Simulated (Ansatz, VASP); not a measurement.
## TaN in VASP and in Ansatz

```
Ta N
1.0
     0.00000    2.21132    2.21132
     2.21132    0.00000    2.21132
     2.21132    2.21132    0.00000
Ta N
1 1
Direct
  0.50000 0.50000 0.50000
  0.00000 0.00000 0.00000
```

Alike in both runs: task relaxation of cell and atoms; functional r2SCAN; dispersion rVV10; k mesh 10 × 10 × 10; occupations fermi-dirac, width 0.05 eV; no spin polarisation.

|  | VASP | Ansatz |
| --- | --- | --- |
| version | VASP 6.6.1 | Ansatz 0.2.0 |
| potentials or method | VASP PAW PBE potentials, release 64 (Ta_pv, N) | Ansatz PAW |
| plane-wave cutoff (eV) | 660 | 500 |
| valence electrons in the cell | 16 | 18 |

VASP gave:

- relaxed volume (Å³/atom): 10.63
- relaxed cell length with the largest relative difference (Å): 3.110

Task: Which values does Ansatz return?

Result: Relaxed volume (Å³/atom): 10.55; relaxed cell length with the largest relative difference (Å): 3.102.

VASP's potentials were made for PBE, not for r2SCAN. VASP's potentials hold 16 valence electrons a cell and Ansatz's 18, so a difference there can come from the potentials and not from the codes.

Spin-orbit coupling is off throughout. Noted on Ansatz's run: the plane-wave basis is chosen anew once the cell has moved, so the energies of steps on either side of that aren't comparable.
